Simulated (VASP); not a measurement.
# MgZr2N (P6/mmm) in VASP: a series of runs

The runs below take MgZr2N through single point, with PBE.

Everything below comes from runs of VASP 6.6.1. Logs are shortened: lines on timing, memory, paths and dates and some standing lists are left out, and cuts for length are marked.

## Step 1: The cell of the first run

It takes space group P6/mmm (No. 191, hexagonal). Conventional cell: a = 3.269 Å, b = 3.269 Å, c = 10.091 Å, α = 90.00°, β = 90.00°, γ = 120.00°. Within 4.2 Å of Mg (site symmetry 6/mmm) lie 2 Zr at 3.16 Å and 6 Mg at 3.27 Å. Within 2.5 Å of Zr (site symmetry 6mm) lie 1 N at 1.89 Å. Within 2.5 Å of N (site symmetry 6/mmm) lie 2 Zr at 1.89 Å.

The cell was generated, and may not be a known phase.

## Step 2: Single point, PBE

Input file INCAR:

```
SYSTEM = MgZr2N
ALGO = Normal
EDIFF = 1E-6
ENCUT = 840
GGA = PE
GGA_COMPAT = .FALSE.
ISIF = 2
ISMEAR = 0
LASPH = .TRUE.
LCHARG = .FALSE.
LREAL = .FALSE.
LWAVE = .FALSE.
NBANDS = 28
NELM = 120
PREC = Accurate
SIGMA = 0.1
```

Input file KPOINTS:

```
k-points
0
G
  6 6 2
  0 0 0
```

Input file POSCAR:

```
MgZr2N
1.0
    3.2688268424     -0.0000000028      0.0000000000
   -1.6344134188      2.8308870875      0.0000000000
    0.0000000000      0.0000000000     10.0907725803
Mg Zr N
1 2 1
Direct
    0.0000000000      0.0000000000      0.5000000000
    0.0000000000      0.0000000000      0.8131292615
    0.0000000000      0.0000000000      0.1868707385
    0.0000000000      0.0000000000      0.0000000000
```

Potentials or basis: VASP PAW PBE potentials, release 64 (Mg_sv, Zr_sv, N).

Command:

```bash
$ cat potpaw_PBE.64/Mg_sv/POTCAR potpaw_PBE.64/Zr_sv/POTCAR potpaw_PBE.64/N/POTCAR > POTCAR
$ mpirun -np 1 vasp_std > vasp.out
```

OUTCAR:

```text
SYSTEM = MgZr2N
   EDIFF = 1E-6
   ENCUT = 840
   GGA = PE
   ISIF = 2
   ISMEAR = 0
   LASPH = .TRUE.
   LREAL = .FALSE.
   NELM = 120
   PREC = Accurate

 ion  position               nearest neighbor table
   1  0.000  0.000  0.500-
   2  0.000  0.000  0.813-   4 1.89   3 3.77
   3  0.000  0.000  0.187-   4 1.89   2 3.77
   4  0.000  0.000  0.000-   2 1.89   3 1.89

  LATTYP: Found a hexagonal cell.
 ALAT       =     3.2688268424
 C/A-ratio  =     3.0869706677

  Lattice vectors:

 A1 = (   3.2688268424,  -0.0000000028,   0.0000000000)
 A2 = (  -1.6344134188,   2.8308870875,   0.0000000000)
 A3 = (   0.0000000000,   0.0000000000,  10.0907725803)

Analysis of symmetry for initial positions (statically):
=====================================================================
 Subroutine PRICEL returns:
 Original cell was already a primitive cell.

 Routine SETGRP: Setting up the symmetry group for a
 hexagonal supercell.

 Subroutine GETGRP returns: Found 24 space group operations
 (whereof 24 operations were pure point group operations)
 out of a pool of 24 trial point group operations.

The static configuration has the point symmetry D_6h.

Analysis of symmetry for dynamics (positions and initial velocities):
=====================================================================
 Subroutine PRICEL returns:
 Original cell was already a primitive cell.

 Routine SETGRP: Setting up the symmetry group for a
 hexagonal supercell.

 Subroutine GETGRP returns: Found 24 space group operations
 (whereof 24 operations were pure point group operations)
 out of a pool of 24 trial point group operations.

The dynamic configuration has the point symmetry D_6h.

 Subroutine INISYM returns: Found 24 space group operations
 (whereof 24 operations are pure point group operations),
 and found     1 'primitive' translations

----------------------------------------------------------------------------------------

                                     Primitive cell

  volume of cell :      93.3768

  direct lattice vectors                    reciprocal lattice vectors
     3.268826842 -0.000000003  0.000000000     0.305920151  0.176623081  0.000000000
    -1.634413419  2.830887087  0.000000000     0.000000000  0.353246163  0.000000000
     0.000000000  0.000000000 10.090772580     0.000000000  0.000000000  0.099100440

  length of vectors
     3.268826842  3.268826842 10.090772580     0.353246163  0.353246163  0.099100440

  position of ions in fractional coordinates (direct lattice)
     0.000000000  0.000000000  0.500000000
     0.000000000  0.000000000  0.813129262
     0.000000000  0.000000000  0.186870738
     0.000000000  0.000000000  0.000000000

  ion indices of the primitive-cell ions
   primitive index   ion index
                 1           1
                 2           2
                 3           3
                 4           4

----------------------------------------------------------------------------------------

 KPOINTS: k-points

Automatic generation of k-mesh.
 Grid dimensions read from file:
 generate k-points for:    6    6    2

 Generating k-lattice:

  Cartesian coordinates                     Fractional coordinates (reciprocal lattice)
     0.050986692  0.029437180  0.000000000     0.166666667 -0.000000000  0.000000000
     0.000000000  0.058874360  0.000000000    -0.000000000  0.166666667  0.000000000
     0.000000000  0.000000000  0.049550220     0.000000000  0.000000000  0.500000000

  Length of vectors
     0.058874360  0.058874360  0.049550220

  Shift w.r.t. Gamma in fractional coordinates (k-lattice)
     0.000000000  0.000000000  0.000000000

 Subroutine IBZKPT returns following result:
 ===========================================

 Found     14 irreducible k-points:

 Following reciprocal coordinates:
            Coordinates               Weight
  0.000000  0.000000  0.000000      1.000000
  0.166667  0.000000  0.000000      6.000000
  0.333333  0.000000  0.000000      6.000000
  0.500000  0.000000  0.000000      3.000000
  0.166667  0.166667  0.000000      6.000000
  0.333333  0.166667  0.000000     12.000000
  0.333333  0.333333  0.000000      2.000000
  0.000000  0.000000  0.500000      1.000000
  0.166667  0.000000  0.500000      6.000000
  0.333333  0.000000  0.500000      6.000000
  0.500000  0.000000  0.500000      3.000000
  0.166667  0.166667  0.500000      6.000000
  0.333333  0.166667  0.500000     12.000000
  0.333333  0.333333  0.500000      2.000000
   k-points           NKPTS =     14   k-points in BZ     NKDIM =     14   number of bands    NBANDS=     28
   number of dos      NEDOS =    301   number of ions     NIONS =      4
   total plane-waves  NPLWV =  98304
   dimension x,y,z NGX =    32 NGY =   32 NGZ =   96
   dimension x,y,z NGXF=    64 NGYF=   64 NGZF=  192
   ions per type =               1   2   1
   NGX,Y,Z   is equivalent  to a cutoff of  16.27, 16.27, 15.82 a.u.
   NGXF,Y,Z  is equivalent  to a cutoff of  32.55, 32.55, 31.63 a.u.
 SYSTEM =  MgZr2N
   PREC   = accura    normal or accurate (medium, high low for compatibility)
   ISTART =      0    job   : 0-new  1-cont  2-samecut
   ICHARG =      2    charge: 1-file 2-atom 10-const
   ISPIN  =      1    spin polarized calculation?
   LNONCOLLINEAR =      F non collinear calculations
   LSORBIT =      F    spin-orbit coupling
   LASPH  =      T    aspherical Exc in radial PAW
   ENCUT  =  840.0 eV  61.74 Ry    7.86 a.u.   7.72  7.72 23.85*2*pi/ulx,y,z
   NELM   =    120;   NELMIN=  2; NELMDL= -5     # of ELM steps
   EDIFF  = 0.1E-05   stopping-criterion for ELM
   LREAL  =      F    real-space projection
   EDIFFG = 0.1E-04   stopping-criterion for IOM
   NSW    =      0    number of steps for IOM
   IBRION =     -1    ionic relax: 0-MD 1-quasi-New 2-CG
   NFREE  =      0    steps in history (QN), initial steepest desc. (CG)
   ISIF   =      2    stress and relaxation
   ISYM   =      2    0-nonsym 1-usesym 2-fastsym
   POTIM  = 0.5000    time-step for ionic-motion
   TEBEG  =    0.0;   TEEND  =   0.0 temperature during run
   PSTRESS=    0.0 pullay stress
   NELECT =      39.0000    total number of electrons
   NUPDOWN=      -1.0000    fix difference up-down
   EMIN   =  10.00;   EMAX   =-10.00  energy-range for DOS
   EFERMI =   0.00;   METHOD = LEGACY
   ISMEAR =     0;   SIGMA  =   0.10  broadening in eV -4-tet -1-fermi 0-gaus
   EFERMI_NEDOS =   21; number of points for ismear=-14 and -15
   IALGO  =     38    algorithm
   IMIX   =      4    mixing-type and parameters
     AMIX     =   0.40;   BMIX     =  1.00
     AMIX_MAG =   1.60;   BMIX_MAG =  1.00
  volume/ion in A,a.u.               =      23.34       157.53
  Fermi-wavevector in a.u.,A,eV,Ry     =   1.223724  2.312503 20.374724  1.497500
  Thomas-Fermi vector in A             =   2.358824
   LORBIT       =      0    0 simple, 1 ext, 2 COOP (PROOUT), +10 PAW based schemes
   GGA     = PE    functional components
   LHFCALC =     F    Hartree Fock is set to
   AEXX    =    0.0000 exact exchange contribution
   IVDW    =     0    specifies the selected vdW correction
   LEPSILON=     F    determine dielectric tensor
   LRPA    =     F    only Hartree local field effects (RPA)
 non-spin polarized calculation
 Gauss-broadening in eV      SIGMA  =   0.10
  energy-cutoff  :      840.00
  volume of cell :       93.38
 maximum number of plane-waves:      5208
 NGX is ok and might be reduce to    32
   NGX = 15   NGY = 15   NGZ = 47

 number of electron      38.9999994 magnetization

 Free energy of the ion-electron system (eV)
  ---------------------------------------------------
  ext. energy  EPLUGINS =         0.00000000
  ---------------------------------------------------
  free energy    TOTEN  =       -25.95586717 eV

  energy without entropy =      -25.94475581  energy(sigma->0) =      -25.95031149

 E-fermi :   4.6710     XC(G=0):  -9.4922

 val. band max:        4.5019496542   @ k =   0.3333   0.1667   0.0000
 cond. band min:       4.6866481500   @ k =   0.0000   0.0000   0.0000
 fundamental gap:      0.1846984958
 Fermi energy:         4.6709696548

 k-point     1 :       0.0000    0.0000    0.0000
  band No.  band energies     occupation
      1     -71.6897      2.00000
      2     -44.0064      2.00000
      3     -44.0018      2.00000
      4     -38.4750      2.00000
      5     -38.4268      2.00000
      6     -38.4268      2.00000
[... 20 lines left out ...]
     27       8.2336      0.00000
     28      10.2402      0.00000

 k-point     2 :       0.1667    0.0000    0.0000
  band No.  band energies     occupation
      1     -71.6893      2.00000
      2     -43.9882      2.00000
      3     -43.9837      2.00000
      4     -38.4744      2.00000
      5     -38.4311      2.00000
      6     -38.4279      2.00000
[... 20 lines left out ...]
     27       8.0435      0.00000
     28       9.6532      0.00000

 k-point     3 :       0.3333    0.0000    0.0000
  band No.  band energies     occupation
      1     -71.6886      2.00000
      2     -43.9517      2.00000
      3     -43.9473      2.00000
      4     -38.4734      2.00000
      5     -38.4398      2.00000
      6     -38.4301      2.00000
[... 20 lines left out ...]
     27       8.4121      0.00000
     28       8.4677      0.00000

 k-point     4 :       0.5000    0.0000    0.0000
  band No.  band energies     occupation
      1     -71.6883      2.00000
      2     -43.9333      2.00000
      3     -43.9290      2.00000
      4     -38.4729      2.00000
      5     -38.4442      2.00000
      6     -38.4312      2.00000
[... 20 lines left out ...]
     27       9.6289      0.00000
     28       9.6701      0.00000

 k-point     5 :       0.1667    0.1667    0.0000
  band No.  band energies     occupation
      1     -71.6888      2.00000
      2     -43.9609      2.00000
      3     -43.9564      2.00000
      4     -38.4737      2.00000
      5     -38.4368      2.00000
      6     -38.4304      2.00000
[... 20 lines left out ...]
     27       8.2379      0.00000
     28       9.1578      0.00000

 k-point     6 :       0.3333    0.1667    0.0000
  band No.  band energies     occupation
      1     -71.6883      2.00000
      2     -43.9333      2.00000
      3     -43.9290      2.00000
      4     -38.4729      2.00000
      5     -38.4420      2.00000
      6     -38.4334      2.00000
[... 20 lines left out ...]
     27       8.5254      0.00000
     28       9.7946      0.00000

 k-point     7 :       0.3333    0.3333    0.0000
  band No.  band energies     occupation
      1     -71.6882      2.00000
      2     -43.9241      2.00000
      3     -43.9198      2.00000
      4     -38.4727      2.00000
      5     -38.4390      2.00000
      6     -38.4390      2.00000
[... 20 lines left out ...]
     27       9.0523      0.00000
     28       9.0523      0.00000

 k-point     8 :       0.0000    0.0000    0.5000
  band No.  band energies     occupation
      1     -71.6897      2.00000
      2     -44.0064      2.00000
      3     -44.0018      2.00000
      4     -38.4750      2.00000
      5     -38.4268      2.00000
      6     -38.4268      2.00000
[... 20 lines left out ...]
     27       8.4710      0.00000
     28      10.2528      0.00000

 k-point     9 :       0.1667    0.0000    0.5000
  band No.  band energies     occupation
      1     -71.6893      2.00000
      2     -43.9883      2.00000
      3     -43.9837      2.00000
      4     -38.4745      2.00000
      5     -38.4311      2.00000
      6     -38.4279      2.00000
[... 20 lines left out ...]
     27       9.4508      0.00000
     28       9.6379      0.00000

 k-point    10 :       0.3333    0.0000    0.5000
  band No.  band energies     occupation
      1     -71.6886      2.00000
      2     -43.9517      2.00000
      3     -43.9473      2.00000
      4     -38.4734      2.00000
      5     -38.4398      2.00000
      6     -38.4301      2.00000
[... 20 lines left out ...]
     27       8.4108      0.00000
     28       8.9064      0.00000

 k-point    11 :       0.5000    0.0000    0.5000
  band No.  band energies     occupation
      1     -71.6883      2.00000
      2     -43.9333      2.00000
      3     -43.9289      2.00000
      4     -38.4729      2.00000
      5     -38.4442      2.00000
      6     -38.4312      2.00000
[... 20 lines left out ...]
     27       9.6271      0.00000
     28       9.6576      0.00000

 k-point    12 :       0.1667    0.1667    0.5000
  band No.  band energies     occupation
      1     -71.6888      2.00000
      2     -43.9609      2.00000
      3     -43.9564      2.00000
      4     -38.4737      2.00000
      5     -38.4368      2.00000
      6     -38.4303      2.00000
[... 20 lines left out ...]
     27       9.2898      0.00000
     28       9.5910      0.00000

 k-point    13 :       0.3333    0.1667    0.5000
  band No.  band energies     occupation
      1     -71.6883      2.00000
      2     -43.9333      2.00000
      3     -43.9290      2.00000
      4     -38.4729      2.00000
      5     -38.4420      2.00000
      6     -38.4334      2.00000
[... 20 lines left out ...]
     27       9.0286      0.00000
     28       9.4399      0.00000

 k-point    14 :       0.3333    0.3333    0.5000
  band No.  band energies     occupation
      1     -71.6882      2.00000
      2     -43.9241      2.00000
      3     -43.9198      2.00000
      4     -38.4727      2.00000
      5     -38.4391      2.00000
      6     -38.4391      2.00000
[... 20 lines left out ...]
     27       8.0781      0.00000
     28       8.0781      0.00000

------------------------ aborting loop because EDIFF is reached ----------------------------------------

  FORCE on cell =-STRESS in cart. coord.  units (eV):
  Direction    XX          YY          ZZ          XY          YZ          ZX
  --------------------------------------------------------------------------------------
  -------------------------------------------------------------------------------------
  Total       -0.0475145     -0.0475145      0.2172736      0.0000000     -0.0000000      0.0000000
  in kB       -0.8152633     -0.8152633      3.7280240      0.0000000     -0.0000000      0.0000000
  external PRESSURE =       0.6991658 kB  Pullay stress =       0.0000000 kB

 VOLUME and BASIS-vectors are now :
 -----------------------------------------------------------------------------
  energy-cutoff  :      840.00
  volume of cell :       93.38
      direct lattice vectors                 reciprocal lattice vectors
     3.268826842 -0.000000003  0.000000000     0.305920151  0.176623081  0.000000000
    -1.634413419  2.830887087  0.000000000     0.000000000  0.353246163  0.000000000
     0.000000000  0.000000000 10.090772580     0.000000000  0.000000000  0.099100440

 POSITION                                       TOTAL-FORCE (eV/Angst)
 -----------------------------------------------------------------------------------
      0.00000      0.00000      5.04539         0.000000     -0.000000      0.000000
      0.00000      0.00000      8.20510        -0.000000     -0.000000     -0.072624
      0.00000      0.00000      1.88567         0.000000      0.000000      0.072624
      0.00000      0.00000      0.00000         0.000000     -0.000000      0.000000
 -----------------------------------------------------------------------------------
    total drift:                                0.000000      0.000000      0.000000

  FREE ENERGIE OF THE ION-ELECTRON SYSTEM (eV)
  ---------------------------------------------------
  free  energy   TOTEN  =       -25.9558671728 eV

  energy  without entropy=      -25.9447558128  energy(sigma->0) =      -25.95031149
```

It took 3.4 min on 1 thread of AMD EPYC 7R43 (Zen 3), shared host; peak memory 0.3 GiB.

Results:

* Free energy: -25.9559 eV
* Pressure: 0.1 GPa
* Largest force: 0.073 eV/Å
* Band gap on the k mesh: zero (an odd number of electrons rules out a gap without spin polarisation)

Forces in eV/Å, atoms in the order of the input:
```
Mg   0.000  0.000  0.000
Zr   0.000  0.000 -0.073
Zr   0.000  0.000  0.073
N    0.000  0.000  0.000
```

Levels at points of the mesh, in eV from the Fermi level:
```
           k point  band 16  band 17  band 18  band 19  band 20  band 21  band 22  band 23
(0.00, 0.00, 0.00)    -3.08    -2.94    -1.03    -1.03     0.02     1.33     1.33     1.40
(0.50, 0.00, 0.00)    -1.77    -1.59    -1.54    -0.99    -0.35    -0.33     2.58     2.77
(0.00, 0.00, 0.50)    -3.09    -2.45    -1.13    -1.03    -1.03     1.33     1.33     1.40
(0.50, 0.00, 0.50)    -1.68    -1.63    -1.59    -1.34     0.21     0.53     1.38     1.93
```

Caveat: the k points lie up to 0.37 Å⁻¹ apart, too coarse for converged energies and pressures of a metal.

## Step 3: Single point, PBE

Input file INCAR:

```
PREC = Accurate ; ENCUT = 840
EDIFF = 1E-6 ; ISMEAR = 0
SIGMA = 0.1 ; LREAL = F
LASPH = T ; NELM = 120
ALGO = Normal ; ISIF = 2
LWAVE = F ; LCHARG = F
GGA = PE ; NBANDS = 28
GGA_COMPAT = F
```

Input file KPOINTS:

```
regular mesh
0
Gamma
  18 18 6
```

Input file POSCAR:

```
MgZr2N
1.0
    3.2687550360      0.0000000000      0.0000000000
   -1.6343775180      2.8308249000      0.0000000000
    0.0000000000      0.0000000000     10.0855004278
Mg Zr N
1 2 1
Direct
    0.0000000000      0.0000000000      0.5000000000
    0.0000000000      0.0000000000      0.8128342834
    0.0000000000      0.0000000000      0.1871657166
    0.0000000000      0.0000000000      0.0000000000
```

Potentials or basis: VASP PAW PBE potentials, release 64 (Mg_sv, Zr_sv, N).

Command:

```bash
$ cat potpaw_PBE.64/Mg_sv/POTCAR potpaw_PBE.64/Zr_sv/POTCAR potpaw_PBE.64/N/POTCAR > POTCAR
$ mpirun -np 1 vasp_std > vasp.out
```

It took 6.4 min on 1 thread of Intel Xeon 6975P-C (Granite Rapids), shared host; peak memory 0.84 GiB.

It converged, with:

* Free energy: -25.8887 eV
* Pressure: 0.1 GPa
* Largest force: 0.066 eV/Å
* Band gap on the k mesh: zero (an odd number of electrons rules out a gap without spin polarisation)

Forces on the atoms (eV/Å):
```
Mg   0.000  0.000  0.000
Zr   0.000  0.000 -0.066
Zr   0.000  0.000  0.066
N    0.000  0.000  0.000
```

Stress tensor (GPa, compression positive):
```
-0.06  0.00  0.00
 0.00 -0.06  0.00
 0.00  0.00  0.35
```

Levels at points of the mesh, in eV from the Fermi level:
```
           k point  band 18  band 19  band 20  band 21  band 22  band 23
(0.00, 0.00, 0.00)    -0.97    -0.97     0.04     1.41     1.41     1.49
(0.50, 0.00, 0.00)    -1.46    -0.98    -0.33    -0.30     2.63     2.84
(0.00, 0.00, 0.50)    -1.10    -0.97    -0.97     1.41     1.41     1.49
(0.50, 0.00, 0.50)    -1.53    -1.33     0.21     0.57     1.42     1.95
```

[end of part 1 of 2]

The gap in the log of VASP goes by the Fermi energy; the results here count the filled bands.